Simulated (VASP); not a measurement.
# SnO (P4/nmm) in VASP: notebook

The runs below take SnO through single point, relaxation of cell and atoms, with PBE+D3(BJ), r2SCAN+rVV10, revPBE+D4, PBEsol.

Program: VASP 6.6.1. These are calculated values, not measurements. Logs are shortened: lines on timing, memory, paths and dates and some standing lists are left out, and cuts for length are marked.

**1. The cell of the first run**

The structure is tetragonal, space group P4/nmm (No. 129). The conventional cell has a = 3.888 Å, b = 3.888 Å, c = 4.983 Å, α = 90.00°, β = 90.00°, γ = 90.00°. Within 3.0 Å of Sn (site symmetry 4mm) lie 4 O at 2.27 Å. Within 3.0 Å of O (site symmetry -4m2) lie 4 Sn at 2.27 Å and 4 O at 2.75 Å.

**2. Single point, PBE+D3(BJ)**

File INCAR:

```
SYSTEM = SnO
ALGO = Normal
EDIFF = 1E-6
ENCUT = 520
GGA = PE
ISIF = 2
ISMEAR = -1
IVDW = 12
LASPH = .True.
LCHARG = .False.
LREAL = .False.
LWAVE = .False.
NBANDS = 28
NELM = 80
PREC = Accurate
SIGMA = 0.05
```

File KPOINTS:

```
k-points
0
Gamma
  7 7 6
  0 0 0
```

File POSCAR:

```
SnO
1.0
    3.8884925471      0.0000000000      0.0000000000
    0.0000000000      3.8884925471      0.0000000000
    0.0000000000      0.0000000000      4.9827594627
Sn O
2 2
Direct
    0.5000000000      0.0000000000      0.7646261400
    0.0000000000      0.5000000000      0.2353738600
    0.0000000000      0.0000000000      0.0000000000
    0.5000000000      0.5000000000      0.0000000000
```

Potentials or basis: VASP PAW PBE potentials, release 64 (Sn_d, O).

Command:

```
$ cat potpaw_PBE.64/Sn_d/POTCAR potpaw_PBE.64/O/POTCAR > POTCAR
$ mpirun -np 1 vasp_std > vasp.out
```

OUTCAR:

```text
SYSTEM = SnO
   EDIFF = 1E-6
   ENCUT = 520
   GGA = PE
   ISIF = 2
   ISMEAR = -1
   IVDW = 12
   LASPH = .True.
   LREAL = .False.
   NELM = 80
   PREC = Accurate
 IVDW          = 12

 ion  position               nearest neighbor table
   1  0.500  0.000  0.765-   3 2.27   4 2.27   4 2.27   3 2.27   2 3.61   2 3.61   2 3.61   2 3.61

   2  0.000  0.500  0.235-   3 2.27   4 2.27   3 2.27   4 2.27   1 3.61   1 3.61   1 3.61   1 3.61

   3  0.000  0.000  0.000-   1 2.27   2 2.27   2 2.27   1 2.27
   4  0.500  0.500  0.000-   1 2.27   2 2.27   1 2.27   2 2.27

  LATTYP: Found a simple tetragonal cell.
 ALAT       =     3.8884925471
 C/A-ratio  =     1.2814116016

  Lattice vectors:

 A1 = (   3.8884925471,   0.0000000000,   0.0000000000)
 A2 = (   0.0000000000,   3.8884925471,   0.0000000000)
 A3 = (   0.0000000000,   0.0000000000,   4.9827594627)

Analysis of symmetry for initial positions (statically):
=====================================================================
 Subroutine PRICEL returns:
 Original cell was already a primitive cell.

 Routine SETGRP: Setting up the symmetry group for a
 simple tetragonal supercell.

 Subroutine GETGRP returns: Found 16 space group operations
 (whereof  8 operations were pure point group operations)
 out of a pool of 16 trial point group operations.

The static configuration has the point symmetry D_2d.
 The point group associated with its full space group is D_4h.

Analysis of symmetry for dynamics (positions and initial velocities):
=====================================================================
 Subroutine PRICEL returns:
 Original cell was already a primitive cell.

 Routine SETGRP: Setting up the symmetry group for a
 simple tetragonal supercell.

 Subroutine GETGRP returns: Found 16 space group operations
 (whereof  8 operations were pure point group operations)
 out of a pool of 16 trial point group operations.

The dynamic configuration has the point symmetry D_2d.
 The point group associated with its full space group is D_4h.

 Subroutine INISYM returns: Found 16 space group operations
 (whereof  8 operations are pure point group operations),
 and found     1 'primitive' translations

----------------------------------------------------------------------------------------

                                     Primitive cell

  volume of cell :      75.3412

  direct lattice vectors                    reciprocal lattice vectors
     3.888492547  0.000000000  0.000000000     0.257169067  0.000000000  0.000000000
     0.000000000  3.888492547  0.000000000     0.000000000  0.257169067  0.000000000
     0.000000000  0.000000000  4.982759463     0.000000000  0.000000000  0.200692008

  length of vectors
     3.888492547  3.888492547  4.982759463     0.257169067  0.257169067  0.200692008

  position of ions in fractional coordinates (direct lattice)
     0.500000000  0.000000000  0.764626140
     0.000000000  0.500000000  0.235373860
     0.000000000  0.000000000  0.000000000
     0.500000000  0.500000000  0.000000000

  ion indices of the primitive-cell ions
   primitive index   ion index
                 1           1
                 2           2
                 3           3
                 4           4

----------------------------------------------------------------------------------------

 KPOINTS: k-points

Automatic generation of k-mesh.
 Grid dimensions read from file:
 generate k-points for:    7    7    6

 Generating k-lattice:

  Cartesian coordinates                     Fractional coordinates (reciprocal lattice)
     0.036738438  0.000000000  0.000000000     0.142857143  0.000000000  0.000000000
     0.000000000  0.036738438  0.000000000     0.000000000  0.142857143  0.000000000
     0.000000000  0.000000000  0.033448668     0.000000000  0.000000000  0.166666667

  Length of vectors
     0.036738438  0.036738438  0.033448668

  Shift w.r.t. Gamma in fractional coordinates (k-lattice)
     0.000000000  0.000000000  0.000000000

 Subroutine IBZKPT returns following result:
 ===========================================

 Found     40 irreducible k-points:

 Following reciprocal coordinates:
            Coordinates               Weight
  0.000000  0.000000  0.000000      1.000000
  0.142857  0.000000  0.000000      4.000000
  0.285714  0.000000  0.000000      4.000000
  0.428571  0.000000  0.000000      4.000000
  0.142857  0.142857  0.000000      4.000000
  0.285714  0.142857  0.000000      8.000000
[... 16 lines left out ...]
  0.285714  0.000000  0.333333      8.000000
  0.428571  0.000000  0.333333      8.000000
 [... further k-points ...]
   k-points           NKPTS =     40   k-points in BZ     NKDIM =     40   number of bands    NBANDS=     28
   number of dos      NEDOS =    301   number of ions     NIONS =      4
   total plane-waves  NPLWV =  36000
   dimension x,y,z NGX =    30 NGY =   30 NGZ =   40
   dimension x,y,z NGXF=    60 NGYF=   60 NGZF=   80
   ions per type =               2   2
   NGX,Y,Z   is equivalent  to a cutoff of  12.83, 12.83, 13.35 a.u.
   NGXF,Y,Z  is equivalent  to a cutoff of  25.65, 25.65, 26.69 a.u.
 SYSTEM =  SnO
   PREC   = accura    normal or accurate (medium, high low for compatibility)
   ISTART =      0    job   : 0-new  1-cont  2-samecut
   ICHARG =      2    charge: 1-file 2-atom 10-const
   ISPIN  =      1    spin polarized calculation?
   LNONCOLLINEAR =      F non collinear calculations
   LSORBIT =      F    spin-orbit coupling
   LASPH  =      T    aspherical Exc in radial PAW
   ENCUT  =  520.0 eV  38.22 Ry    6.18 a.u.   7.23  7.23  9.26*2*pi/ulx,y,z
   NELM   =     80;   NELMIN=  2; NELMDL= -5     # of ELM steps
   EDIFF  = 0.1E-05   stopping-criterion for ELM
   LREAL  =      F    real-space projection
   EDIFFG = 0.1E-04   stopping-criterion for IOM
   NSW    =      0    number of steps for IOM
   IBRION =     -1    ionic relax: 0-MD 1-quasi-New 2-CG
   NFREE  =      0    steps in history (QN), initial steepest desc. (CG)
   ISIF   =      2    stress and relaxation
   ISYM   =      2    0-nonsym 1-usesym 2-fastsym
   POTIM  = 0.5000    time-step for ionic-motion
   TEBEG  =    0.0;   TEEND  =   0.0 temperature during run
   PSTRESS=    0.0 pullay stress
   NELECT =      40.0000    total number of electrons
   NUPDOWN=      -1.0000    fix difference up-down
   EMIN   =  10.00;   EMAX   =-10.00  energy-range for DOS
   EFERMI =   0.00;   METHOD = LEGACY
   ISMEAR =    -1;   SIGMA  =   0.05  broadening in eV -4-tet -1-fermi 0-gaus
   EFERMI_NEDOS =   21; number of points for ismear=-14 and -15
   IALGO  =     38    algorithm
   IMIX   =      4    mixing-type and parameters
     AMIX     =   0.40;   BMIX     =  1.00
     AMIX_MAG =   1.60;   BMIX_MAG =  1.00
  volume/ion in A,a.u.               =      18.84       127.11
  Fermi-wavevector in a.u.,A,eV,Ry     =   1.325615  2.505049 23.908900  1.757255
  Thomas-Fermi vector in A             =   2.455063
   LORBIT       =      0    0 simple, 1 ext, 2 COOP (PROOUT), +10 PAW based schemes
   GGA     = PE    functional components
   LHFCALC =     F    Hartree Fock is set to
   AEXX    =    0.0000 exact exchange contribution
   IVDW    =    12    specifies the selected vdW correction
   LEPSILON=     F    determine dielectric tensor
   LRPA    =     F    only Hartree local field effects (RPA)
 non-spin polarized calculation
  energy-cutoff  :      520.00
  volume of cell :       75.34
 maximum number of plane-waves:      2040
 NGX is ok and might be reduce to    30
   NGX = 15   NGY = 15   NGZ = 19

 number of electron      39.9999989 magnetization

 Free energy of the ion-electron system (eV)
  ---------------------------------------------------
  ext. energy  EPLUGINS =         0.00000000
  ---------------------------------------------------
  free energy    TOTEN  =       -22.71810687 eV

  energy without entropy =      -22.71805100  energy(sigma->0) =      -22.71807894

 E-fermi :   6.4409     XC(G=0):  -9.8805

 val. band max:        6.1527739648   @ k =   0.0000   0.0000   0.0000
 cond. band min:       6.7343364874   @ k =   0.4286   0.4286   0.0000
 fundamental gap:      0.5815625226
 Fermi energy:         6.4408673567

 k-point     1 :       0.0000    0.0000    0.0000
  band No.  band energies     occupation
      1     -15.5341      2.00000
      2     -15.2073      2.00000
      3     -15.2050      2.00000
      4     -15.2050      2.00000
      5     -15.1800      2.00000
      6     -15.1645      2.00000
[... 20 lines left out ...]
     27      12.9624      0.00000
     28      13.4806      0.00000

 k-point     2 :       0.1429    0.0000    0.0000
  band No.  band energies     occupation
      1     -15.5238      2.00000
      2     -15.2074      2.00000
      3     -15.2021      2.00000
      4     -15.2016      2.00000
      5     -15.1813      2.00000
      6     -15.1609      2.00000
[... 20 lines left out ...]
     27      13.2048      0.00000
     28      14.7992      0.00000

 k-point     3 :       0.2857    0.0000    0.0000
  band No.  band energies     occupation
      1     -15.4951      2.00000
      2     -15.2792      2.00000
      3     -15.1937      2.00000
      4     -15.1932      2.00000
      5     -15.1838      2.00000
      6     -15.1757      2.00000
[... 20 lines left out ...]
     27      13.5558      0.00000
     28      16.8633      0.00000

 k-point     4 :       0.4286    0.0000    0.0000
  band No.  band energies     occupation
      1     -15.4481      2.00000
      2     -15.3758      2.00000
      3     -15.1873      2.00000
      4     -15.1855      2.00000
      5     -15.1816      2.00000
      6     -15.1739      2.00000
[... 578 lines left out ...]
     27      13.9049      0.00000
     28      15.0081      0.00000

 k-point    23 :       0.2857    0.0000    0.3333
  band No.  band energies     occupation
      1     -15.4933      2.00000
      2     -15.2951      2.00000
      3     -15.2029      2.00000
      4     -15.1867      2.00000
      5     -15.1812      2.00000
      6     -15.1790      2.00000
[... 20 lines left out ...]
     27      14.3911      0.00000
     28      16.4120      0.00000

 k-point    24 :       0.4286    0.0000    0.3333
  band No.  band energies     occupation
      1     -15.4530      2.00000
      2     -15.3871      2.00000
      3     -15.2055      2.00000
      4     -15.1995      2.00000
      5     -15.1756      2.00000
      6     -15.1730      2.00000
[... 20 lines left out ...]
     27      14.9544      0.00000
     28      15.7970      0.00000

 [... further k-points ...]

------------------------ aborting loop because EDIFF is reached ----------------------------------------

 Edisp (eV)   -0.87287

 E8    (eV) :    -0.3791

  FORCE on cell =-STRESS in cart. coord.  units (eV):
  Direction    XX          YY          ZZ          XY          YZ          ZX
  --------------------------------------------------------------------------------------
  -------------------------------------------------------------------------------------
  Total      -1.56515    -1.56515    -1.41226     0.00000     0.00000     0.00000
  in kB     -33.28382   -33.28382   -30.03255     0.00000     0.00000     0.00000
  external pressure =      -32.20 kB  Pullay stress =        0.00 kB

 VOLUME and BASIS-vectors are now :
 -----------------------------------------------------------------------------
  energy-cutoff  :      520.00
  volume of cell :       75.34
      direct lattice vectors                 reciprocal lattice vectors
     3.888492547  0.000000000  0.000000000     0.257169067  0.000000000  0.000000000
     0.000000000  3.888492547  0.000000000     0.000000000  0.257169067  0.000000000
     0.000000000  0.000000000  4.982759463     0.000000000  0.000000000  0.200692008

 POSITION                                       TOTAL-FORCE (eV/Angst)
 -----------------------------------------------------------------------------------
      1.94425      0.00000      3.80995        -0.000000     -0.000000      0.297962
      0.00000      1.94425      1.17281         0.000000     -0.000000     -0.297962
      0.00000      0.00000      0.00000        -0.000000      0.000000      0.000000
      1.94425      1.94425      0.00000        -0.000000     -0.000000      0.000000
 -----------------------------------------------------------------------------------
    total drift:                                0.000000      0.000000      0.000000

  FREE ENERGIE OF THE ION-ELECTRON SYSTEM (eV)
  ---------------------------------------------------
  free  energy   TOTEN  =       -23.5909755112 eV

  energy  without entropy=      -23.5909196418  energy(sigma->0) =      -23.59094758
```

Run time: 63 s. Hardware: 1 thread of Intel Xeon 6975P-C (Granite Rapids), shared host; peak memory 0.23 GiB.

Results:

* Free energy: -23.5910 eV
* Pressure: -3.2 GPa
* Largest force: 0.298 eV/Å
* Band gap on the k mesh: 0.58 eV, indirect (least direct gap 1.97 eV)
* Dispersion energy per atom: -0.218 eV

Forces in eV/Å, atoms in the order of the input:
```
Sn   0.000  0.000  0.298
Sn   0.000  0.000 -0.298
O    0.000  0.000  0.000
O    0.000  0.000  0.000
```

Levels at points of the mesh, in eV from the valence-band top:
```tsv
k point	band 16	band 17	band 18	band 19	band 20	band 21	band 22	band 23	band 24	band 25
(0.00, 0.00, 0.00)	-5.66	-3.04	-2.75	-2.75	0.00	1.97	4.34	4.72	4.72	5.61
(0.00, 0.00, 0.50)	-3.32	-3.10	-2.77	-2.77	-1.88	1.77	3.14	3.14	3.68	7.77
```

Caveat: spin-orbit coupling is left out, which moves the levels of the heavy elements.

**3. Single point, r2SCAN+rVV10**

This run uses another cell than the first one, of 17.16 Å³/atom, 0.911 times its volume.

File POSCAR:

```
SnO
1.0
    3.7928296448      0.0000000000      0.0000000000
    0.0000000000      3.7928296448      0.0000000000
    0.0000000000      0.0000000000      4.7715424490
Sn O
2 2
Direct
    0.5000000000      0.0000000000      0.7597338075
    0.0000000000      0.5000000000      0.2402661925
    0.0000000000      0.0000000000      0.0000000000
    0.5000000000      0.5000000000      0.0000000000
```

File INCAR.step1:

```
SYSTEM = SnO
ALGO = Normal ; EDIFF = 1E-4
ENCUT = 520 ; GGA = PE
ISMEAR = -1 ; LASPH = .True.
LCHARG = .False. ; LREAL = .False.
LWAVE = .True. ; NBANDS = 28
NELM = 100 ; PREC = Accurate
SIGMA = 0.05
```

File INCAR.step2:

```
SYSTEM = SnO
ALGO = Normal ; BPARAM = 11.95
CPARAM = 0.0093 ; EDIFF = 1E-6
ENCUT = 520 ; ISIF = 2
ISMEAR = -1 ; ISTART = 1
IVDW_NL = 2 ; LASPH = .True.
LCHARG = .True. ; LELF = .True.
LMIXTAU = .True. ; LREAL = .False.
LUSE_VDW = .True. ; LVHAR = .True.
LWAVE = .False. ; METAGGA = R2SCAN
NBANDS = 28 ; NELM = 100
PREC = Accurate ; SIGMA = 0.05
```

KPOINTS is that of step 2.

Potentials or basis: VASP PAW PBE potentials, release 64 (Sn_d, O).

Command:

```
$ cat potpaw_PBE.64/Sn_d/POTCAR potpaw_PBE.64/O/POTCAR > POTCAR
$ cp INCAR.step1 INCAR
$ mpirun -np 1 vasp_std > vasp.out
$ cp INCAR.step2 INCAR
$ mpirun -np 1 vasp_std > vasp.out
```

OUTCAR:

```text
SYSTEM = SnO
   BPARAM = 11.95
   EDIFF = 1E-6
   ENCUT = 520
   ISIF = 2
   ISMEAR = -1
   ISTART = 1
   IVDW_NL = 2
   LASPH = .True.
   LREAL = .False.
   METAGGA = R2SCAN
   NELM = 100
   PREC = Accurate

 ion  position               nearest neighbor table
   1  0.500  0.000  0.760-   3 2.22   4 2.22   4 2.22   3 2.22   2 3.53   2 3.53   2 3.53   2 3.53
                             2 3.65   2 3.65   2 3.65   2 3.65
   2  0.000  0.500  0.240-   3 2.22   4 2.22   3 2.22   4 2.22   1 3.53   1 3.53   1 3.53   1 3.53
                             1 3.65   1 3.65   1 3.65   1 3.65
   3  0.000  0.000  0.000-   1 2.22   2 2.22   2 2.22   1 2.22
   4  0.500  0.500  0.000-   1 2.22   2 2.22   1 2.22   2 2.22

  LATTYP: Found a simple tetragonal cell.
 ALAT       =     3.7928296448
 C/A-ratio  =     1.2580429115

  Lattice vectors:

 A1 = (   3.7928296448,   0.0000000000,   0.0000000000)
 A2 = (   0.0000000000,   3.7928296448,   0.0000000000)
 A3 = (   0.0000000000,   0.0000000000,   4.7715424490)

Analysis of symmetry for initial positions (statically):
=====================================================================
[... 173 lines left out ...]
  ext. energy  EPLUGINS =         0.00000000
  ---------------------------------------------------
  free energy    TOTEN  =       -65.82816178 eV

  energy without entropy =      -65.82759069  energy(sigma->0) =      -65.82787623

 E-fermi :   7.5488     XC(G=0): -11.1160

 val. band max:        7.4419585520   @ k =   0.0000   0.0000   0.0000
 cond. band min:       7.6944599179   @ k =   0.4286   0.4286   0.0000
 fundamental gap:      0.2525013659
 Fermi energy:         7.5487882341

 k-point     1 :       0.0000    0.0000    0.0000
  band No.  band energies     occupation
      1     -15.6002      2.00000
      2     -15.0073      2.00000
      3     -15.0010      2.00000
      4     -15.0010      2.00000
      5     -14.9469      2.00000
      6     -14.9279      2.00000
[... 733 lines left out ...]
     27      16.6810      0.00000
     28      17.5033      0.00000

 [... further k-points ...]
[... 5 lines left out ...]
  --------------------------------------------------------------------------------------
  -------------------------------------------------------------------------------------
  Total        0.3294860      0.3294860      0.2665614      0.0000000      0.0000000      0.0000000
  in kB        7.6906327      7.6906327      6.2218911      0.0000000      0.0000000      0.0000000
  external PRESSURE =       7.2010522 kB  Pullay stress =       0.0000000 kB

 VOLUME and BASIS-vectors are now :
 -----------------------------------------------------------------------------
  energy-cutoff  :      520.00
  volume of cell :       68.64
      direct lattice vectors                 reciprocal lattice vectors
     3.792829645  0.000000000  0.000000000     0.263655395  0.000000000  0.000000000
     0.000000000  3.792829645  0.000000000     0.000000000  0.263655395  0.000000000
     0.000000000  0.000000000  4.771542449     0.000000000  0.000000000  0.209575836

 POSITION                                       TOTAL-FORCE (eV/Angst)
 -----------------------------------------------------------------------------------
      1.89641      0.00000      3.62510        -0.000000      0.000000     -0.156751
      0.00000      1.89641      1.14644         0.000000      0.000000      0.156751
      0.00000      0.00000      0.00000         0.000000     -0.000000      0.000000
      1.89641      1.89641      0.00000         0.000000      0.000000      0.000000
 -----------------------------------------------------------------------------------
    total drift:                                0.000000      0.000000      0.000000

  FREE ENERGIE OF THE ION-ELECTRON SYSTEM (eV)
  ---------------------------------------------------
  free  energy   TOTEN  =       -65.8281617752 eV

  energy  without entropy=      -65.8275906914  energy(sigma->0) =      -65.82787623
```

OUTCAR.step1:

```text
SYSTEM = SnO
   EDIFF = 1E-4
   ENCUT = 520
   GGA = PE
   ISMEAR = -1
   LASPH = .True.
   LREAL = .False.
   NELM = 100
[... 974 lines left out ...]
      0.00000      1.89641      1.14644         0.000000      0.000000      0.578833
      0.00000      0.00000      0.00000        -0.000000     -0.000000     -0.000000
      1.89641      1.89641      0.00000        -0.000000      0.000000     -0.000000
 -----------------------------------------------------------------------------------
    total drift:                                0.000000      0.000000      0.000000

  FREE ENERGIE OF THE ION-ELECTRON SYSTEM (eV)
  ---------------------------------------------------
  free  energy   TOTEN  =       -22.6410467104 eV

  energy  without entropy=      -22.6398739203  energy(sigma->0) =      -22.64046032
```

Wall time 2.9 min (1 thread of Intel Xeon 6975P-C (Granite Rapids), shared host); peak memory 0.32 GiB.

Results:

```yaml
Free_energy: -65.8282 eV
Pressure: 0.7 GPa
Largest_force: 0.157 eV/Å
Band_gap_on_the_k_mesh: 0.25 eV, indirect (least direct gap 2.28 eV)
```

Forces in eV/Å, atoms in the order of the input:
```
Sn   0.000  0.000 -0.157
Sn   0.000  0.000  0.157
O    0.000  0.000  0.000
O    0.000  0.000  0.000
```

Stress tensor (GPa, compression positive):
```
0.77 0.00 0.00
0.00 0.77 0.00
0.00 0.00 0.62
```

Caveat: the PAW data sets were made with another functional, which shifts forces and pressure a little; spin-orbit coupling is left out, which moves the levels of the heavy elements. A k mesh can miss the band edges.

(Part 1 of 2 ends here.)
